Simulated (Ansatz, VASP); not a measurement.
## One calculation of HfN, two programs

```
CELL_PARAMETERS angstrom
3.13391 0.00000 0.00000
-1.56695 2.71404 0.00000
0.00000 0.00000 5.41677
ATOMIC_POSITIONS crystal
Hf 0.33333 0.66667 0.25000
Hf 0.66667 0.33333 0.75000
N 0.00000 0.00000 0.50000
N 0.00000 0.00000 0.00000
```

Alike in both runs: functional PBEsol; k mesh 8 × 8 × 4; occupations fermi-dirac, width 0.05 eV; non-collinear spin, spin-orbit coupling.

```csv
,VASP,Ansatz
version,VASP 6.6.1,Ansatz 0.2.0
potentials or method,"VASP PAW PBE potentials, release 64 (Hf_pv, N), cutoff 520 eV","all-electron LAPW, relativistic spinors"
task,single point,band structure
```

```tsv
	VASP	Ansatz	Ansatz less VASP
pressure (GPa)	-4.2	-2.6	+1.64
traceless stress, the component that is largest in VASP (GPa)	-0.08	-0.19	-0.108
net moment per atom (μB)	0.00	0.00	0.000
```

VASP's potentials were made for PBE, not for PBEsol. Ansatz ran all-electron here, and VASP with PAW potentials.

Noted on Ansatz's run: the k mesh is thin for a metal, which can move the energy by tens of meV per atom.
